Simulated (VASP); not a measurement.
Set up this calculation in VASP 6.6.1, as the native input.

```
Task                   : single point
Functional             : LDA
Potentials or basis    : VASP PAW LDA potentials, release 64 (Ir)
Cutoff                 : 520 eV
k mesh                 : 24 × 24 × 24
Occupations            : fermi-dirac, width 0.1 eV
Spin                   : no spin polarisation
Dipole correction      : no
Further INCAR settings : ALGO = Normal; EDIFF = 1e-07; NBANDS = 10
```

The structure of Ir lies in POSCAR:

```
Ir
1.0
    0.0000000000      1.9059006243      1.9059006243
    1.9059006243      0.0000000000      1.9059006243
    1.9059006243      1.9059006243      0.0000000000
Ir
1
Direct
    0.0000000000      0.0000000000      0.0000000000
```

The input as run:

INCAR

```
SYSTEM = Ir
PREC = Accurate
ENCUT = 520
EDIFF = 1E-7
ISMEAR = -1
SIGMA = 0.1
LREAL = .False.
LASPH = .True.
NELM = 60
ALGO = Normal
ISIF = 2
LWAVE = .False.
LCHARG = .False.
GGA = CA
NBANDS = 10
```

KPOINTS

```
regular mesh
0
Gamma
  24 24 24
  0 0 0
```

Potentials or basis: VASP PAW LDA potentials, release 64 (Ir).

Launch:

```console
$ cat potpaw_LDA.64/Ir/POTCAR > POTCAR
$ mpirun -np 1 vasp_std > vasp.out
```

It gave:

```yaml
Pressure: 2.6 GPa
Band_gap_on_the_k_mesh: zero (an odd number of electrons rules out a gap without spin polarisation)
```

Caveat: spin-orbit coupling is left out, which moves the levels of the heavy elements.

Run time: 24 s on 1 thread of AMD EPYC 9R45 96-Core Processor (Zen 5) (shared host), peak memory 0.14 GiB.
